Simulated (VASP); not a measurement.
# Na15S8 (a cell with a defect) in VASP: single point with PBE

Aim: the single point of Na15S8 (a cell with a defect) with PBE.

All numbers are computed with VASP 6.6.1; they aren't measurements. Logs are shortened: lines on timing, memory, paths and dates and some standing lists are left out, and cuts for length are marked.

## Step 1: The cell of the first run

The cell holds a defect, 23 atoms: a = 9.288 Å, b = 9.288 Å, c = 9.288 Å, α = 60.00°, β = 60.00°, γ = 60.00°.

## Step 2: Single point, PBE (atoms taken out, then relaxed in part)

INCAR

```
SYSTEM = Na15S8
  PREC = Accurate
  ENCUT = 400
  EDIFF = 1E-6
  ISMEAR = 0
  SIGMA = 0.05
  LREAL = .False.
  LASPH = .True.
  NELM = 120
  ALGO = Normal
  ISIF = 2
  LWAVE = .False.
  LCHARG = .False.
  GGA = PE
  NBANDS = 94
  GGA_COMPAT = .False.
```

KPOINTS

```
Automatic mesh
0
Gamma
  4 4 4
  0 0 0
```

POSCAR

```
Na15S8
1.0
   -6.5678008208      6.5678008208      0.0000000000
   -6.5678008208      0.0000000000      6.5678008208
    0.0000000000      6.5678008208      6.5678008208
Na S
15 8
Direct
    0.3778178127      0.8721821873      0.3721821873
    0.8833117996      0.3754046443      0.3722722448
    0.8833117996      0.8722722448      0.8754046443
    0.3690113114      0.3754046443      0.3722722448
    0.3690113114      0.8722722448      0.8754046443
    0.8691335445      0.3808664555      0.8808664555
    0.3628154330      0.3871845670      0.8871845670
    0.6221821873      0.6278178127      0.1278178127
    0.0000000000      0.7500000000      0.2500000000
    0.6309886886      0.1245953557      0.1277277552
    0.6309886886      0.6277277552      0.6245953557
    0.1166882004      0.1245953557      0.1277277552
    0.1166882004      0.6277277552      0.6245953557
    0.6371845670      0.1128154330      0.6128154330
    0.1308664555      0.1191335445      0.6191335445
    0.0000000000      0.0249225849     -0.0249225849
    0.5000000000      0.0025282577     -0.0025282577
   -0.0076638079      0.5027087283      0.0027087283
    0.0076638079     -0.0027087283      0.4972912717
    0.5022463514      0.5027087283      0.0027087283
    0.4977536486     -0.0027087283      0.4972912717
    0.0000000000      0.4750774151      0.5249225849
    0.5000000000      0.4974717423      0.5025282577
```

Potentials or basis: VASP PAW PBE potentials, release 64 (Na_pv, S).

Command:

```sh
$ cat potpaw_PBE.64/Na_pv/POTCAR potpaw_PBE.64/S/POTCAR > POTCAR
$ mpirun -np 1 vasp_std > vasp.out
```

OUTCAR:

```text
SYSTEM = Na15S8
   PREC = Accurate
   ENCUT = 400
   EDIFF = 1E-6
   ISMEAR = 0
   LREAL = .False.
   LASPH = .True.
   NELM = 120
   ISIF = 2
   GGA = PE

 ion  position               nearest neighbor table
   1  0.378  0.872  0.372-
   2  0.883  0.375  0.372-
   3  0.883  0.872  0.875-
   4  0.369  0.375  0.372-
   5  0.369  0.872  0.875-
   6  0.869  0.381  0.881-  16 2.71  22 2.71  20 2.78  18 2.78
   7  0.363  0.387  0.887-
   8  0.622  0.628  0.128-
   9  0.000  0.750  0.250-  16 2.55  22 2.55
  10  0.631  0.125  0.128-
  11  0.631  0.628  0.625-
  12  0.117  0.125  0.128-
  13  0.117  0.628  0.625-
  14  0.637  0.113  0.613-
  15  0.131  0.119  0.619-  16 2.71  22 2.71  21 2.78  19 2.78
  16  0.000  0.025  0.975-   9 2.55   6 2.71  15 2.71
  17  0.500  0.003  0.997-
  18  0.992  0.503  0.003-   6 2.78
  19  0.008  0.997  0.497-  15 2.78
  20  0.502  0.503  0.003-   6 2.78
  21  0.498  0.997  0.497-  15 2.78
  22  0.000  0.475  0.525-   9 2.55   6 2.71  15 2.71
  23  0.500  0.497  0.503-

  LATTYP: Found a face centered cubic cell.
 ALAT       =    13.1356016416

  Lattice vectors:

 A1 = (  -6.5678008208,   6.5678008208,   0.0000000000)
 A2 = (  -6.5678008208,   0.0000000000,   6.5678008208)
 A3 = (   0.0000000000,   6.5678008208,   6.5678008208)

Analysis of symmetry for initial positions (statically):
=====================================================================
 Subroutine PRICEL returns:
 Original cell was already a primitive cell.

 Routine SETGRP: Setting up the symmetry group for a
 face centered cubic supercell.

 Subroutine GETGRP returns: Found  8 space group operations
 (whereof  4 operations were pure point group operations)
 out of a pool of 48 trial point group operations.

The static configuration has the point symmetry C_2v.
 The point group associated with its full space group is D_2h.

Analysis of symmetry for dynamics (positions and initial velocities):
=====================================================================
 Subroutine PRICEL returns:
 Original cell was already a primitive cell.

 Routine SETGRP: Setting up the symmetry group for a
[... 140 lines left out ...]
   ENCUT  =  400.0 eV  29.40 Ry    5.42 a.u.  15.15 15.15 15.15*2*pi/ulx,y,z
   NELM   =    120;   NELMIN=  2; NELMDL= -5     # of ELM steps
   EDIFF  = 0.1E-05   stopping-criterion for ELM
   LREAL  =      F    real-space projection
   EDIFFG = 0.1E-04   stopping-criterion for IOM
   NSW    =      0    number of steps for IOM
   IBRION =     -1    ionic relax: 0-MD 1-quasi-New 2-CG
   NFREE  =      0    steps in history (QN), initial steepest desc. (CG)
   ISIF   =      2    stress and relaxation
   ISYM   =      2    0-nonsym 1-usesym 2-fastsym
   POTIM  = 0.5000    time-step for ionic-motion
   TEBEG  =    0.0;   TEEND  =   0.0 temperature during run
   PSTRESS=    0.0 pullay stress
   NELECT =     153.0000    total number of electrons
   NUPDOWN=      -1.0000    fix difference up-down
   EMIN   =  10.00;   EMAX   =-10.00  energy-range for DOS
   EFERMI =   0.00;   METHOD = LEGACY
   ISMEAR =     0;   SIGMA  =   0.05  broadening in eV -4-tet -1-fermi 0-gaus
   EFERMI_NEDOS =   21; number of points for ismear=-14 and -15
   IALGO  =     38    algorithm
   IMIX   =      4    mixing-type and parameters
     AMIX     =   0.40;   BMIX     =  1.00
     AMIX_MAG =   1.60;   BMIX_MAG =  1.00
  volume/ion in A,a.u.               =      24.64       166.25
  Fermi-wavevector in a.u.,A,eV,Ry     =   1.058137  1.999589 15.233823  1.119654
  Thomas-Fermi vector in A             =   2.193436
   LORBIT       =      0    0 simple, 1 ext, 2 COOP (PROOUT), +10 PAW based schemes
   GGA     = PE    functional components
   LHFCALC =     F    Hartree Fock is set to
   AEXX    =    0.0000 exact exchange contribution
   IVDW    =     0    specifies the selected vdW correction
   LEPSILON=     F    determine dielectric tensor
   LRPA    =     F    only Hartree local field effects (RPA)
 non-spin polarized calculation
 Gauss-broadening in eV      SIGMA  =   0.05
  energy-cutoff  :      400.00
  volume of cell :      566.62
 maximum number of plane-waves:     10332
 NGX is ok and might be reduce to    64
   NGX = 31   NGY = 31   NGZ = 31

 number of electron     153.0000006 magnetization

 Free energy of the ion-electron system (eV)
  ---------------------------------------------------
  ext. energy  EPLUGINS =         0.00000000
  ---------------------------------------------------
  free energy    TOTEN  =       -75.27591128 eV

  energy without entropy =      -75.24492405  energy(sigma->0) =      -75.26041766

 E-fermi :  -0.0935     XC(G=0):  -7.6133

 val. band max:       -0.0982681823   @ k =   0.0000   0.5000   0.2500
 cond. band min:      -0.0876339795   @ k =   0.0000   0.0000   0.0000
 fundamental gap:      0.0106342028
 Fermi energy:        -0.0934817800

 k-point     1 :       0.0000    0.0000    0.0000
  band No.  band energies     occupation
      1     -22.5909      2.00000
      2     -22.5550      2.00000
      3     -22.4680      2.00000
      4     -22.3670      2.00000
      5     -22.3645      2.00000
      6     -22.3427      2.00000
[... 1627 lines left out ...]
     87       6.1655      0.00000
     88       6.2895      0.00000
 [bands above 88 left out]

------------------------ aborting loop because EDIFF is reached ----------------------------------------

  FORCE on cell =-STRESS in cart. coord.  units (eV):
  Direction    XX          YY          ZZ          XY          YZ          ZX
  --------------------------------------------------------------------------------------
  -------------------------------------------------------------------------------------
  Total        1.1689367      1.1689367     -0.5279441      1.5794350      0.0000000      0.0000000
  in kB        3.3053060      3.3053060     -1.4928241      4.4660381      0.0000000      0.0000000
  external PRESSURE =       1.7059293 kB  Pullay stress =       0.0000000 kB

 VOLUME and BASIS-vectors are now :
 -----------------------------------------------------------------------------
  energy-cutoff  :      400.00
  volume of cell :      566.62
      direct lattice vectors                 reciprocal lattice vectors
    -6.567800821  6.567800821  0.000000000    -0.076128983  0.076128983 -0.076128983
    -6.567800821  0.000000000  6.567800821    -0.076128983 -0.076128983  0.076128983
     0.000000000  6.567800821  6.567800821     0.076128983  0.076128983  0.076128983

 POSITION                                       TOTAL-FORCE (eV/Angst)
 -----------------------------------------------------------------------------------
     -8.20975      4.92585      8.17274        -0.000000      0.000000      0.000875
     -8.26700      8.24643      4.91059         0.000823     -0.001042     -0.000153
    -11.53033     11.55090     11.47839         0.001042     -0.000823     -0.000153
     -4.88918      4.86860      4.91059        -0.001042      0.000823     -0.000153
     -8.15250      8.17308     11.47839        -0.000823      0.001042     -0.000153
     -8.20975     11.49365      8.28681        -0.000000      0.000000      0.003951
[... 15 lines left out ...]
     -3.12021      3.44759      6.56780         0.003827      0.003827      0.000000
     -6.55120      6.58441      6.56780         0.000976      0.000976      0.000000
 -----------------------------------------------------------------------------------
    total drift:                               -0.000000      0.000000      0.000000

  FREE ENERGIE OF THE ION-ELECTRON SYSTEM (eV)
  ---------------------------------------------------
  free  energy   TOTEN  =       -75.2759112806 eV

  energy  without entropy=      -75.2449240488  energy(sigma->0) =      -75.26041766
```

OSZICAR:

```text
N       E                     dE             d eps       ncg     rms          rms(c)
DAV:   1     0.147300459875E+04    0.14730E+04   -0.66100E+04  3608   0.143E+03
DAV:   2     0.110382833440E+03   -0.13626E+04   -0.13191E+04  3560   0.420E+02
DAV:   3    -0.714232129895E+02   -0.18181E+03   -0.17989E+03  4086   0.164E+02
[... 19 lines left out ...]
DAV:  23    -0.752763681118E+02    0.12806E-03   -0.21172E-03  3976   0.164E-01    0.607E-01
DAV:  24    -0.752759150392E+02    0.45307E-03   -0.22792E-03  3718   0.192E-01    0.727E-02
DAV:  25    -0.752759322337E+02   -0.17195E-04   -0.17556E-04  4072   0.542E-02    0.738E-02
DAV:  26    -0.752759106817E+02    0.21552E-04   -0.69278E-05  3204   0.291E-02    0.443E-02
DAV:  27    -0.752759117174E+02   -0.10358E-05   -0.11339E-05  3184   0.112E-02    0.256E-02
DAV:  28    -0.752759112806E+02    0.43681E-06   -0.40350E-06  3292   0.589E-03
   1 F= -.75275911E+02 E0= -.75260418E+02  d E =-.309872E-01
```

stdout:

```text
POSCAR found type information on POSCAR NaS
 POSCAR found :  2 types and      23 ions
 scaLAPACK will be used
 -----------------------------------------------------------------------------
|                                                                             |
|                                                                             |
|     You have a (more or less) 'large supercell' and for larger cells it     |
|     might be more efficient to use real-space projection operators.         |
|     Therefore, try LREAL= Auto in the INCAR file.                           |
|     Mind: For very accurate calculation, you might also keep the            |
|     reciprocal projection scheme (i.e. LREAL=.FALSE.).                      |
|                                                                             |
 -----------------------------------------------------------------------------

 LDA part: xc-table for (Slater+PW92), standard interpolation
 POSCAR, INCAR and KPOINTS ok, starting setup
 FFT: planning ... GRIDC
 FFT: planning ... GRID_SOFT
 FFT: planning ... GRID
 WAVECAR not read
 entering main loop
```

It took 19 min on 1 thread of Intel Xeon 6975P-C (Granite Rapids), shared host; peak memory 0.86 GiB.

What came out:

```yaml
Free_energy: -75.2759 eV
Pressure: 0.2 GPa
Largest_force: 0.005 eV/Å
Band_gap_on_the_k_mesh: zero (an odd number of electrons rules out a gap without spin polarisation)
```

Forces on the atoms (eV/Å):
```
Na   0.000  0.000  0.001
Na   0.001 -0.001  0.000
Na   0.001 -0.001  0.000
Na  -0.001  0.001  0.000
Na  -0.001  0.001  0.000
Na   0.000  0.000  0.004
Na   0.000  0.000 -0.002
Na   0.000  0.000 -0.001
Na   0.000  0.000  0.000
Na   0.001 -0.001  0.000
Na   0.001 -0.001  0.000
Na  -0.001  0.001  0.000
Na  -0.001  0.001  0.000
Na   0.000  0.000  0.002
Na   0.000  0.000 -0.004
S   -0.004 -0.004  0.000
S   -0.001 -0.001  0.000
S   -0.001  0.001  0.003
S    0.001 -0.001 -0.003
S    0.001 -0.001  0.003
S   -0.001  0.001 -0.003
S    0.004  0.004  0.000
S    0.001  0.001  0.000
```

Caveat: the cell differs from its parent crystal (atoms taken out, then relaxed in part).
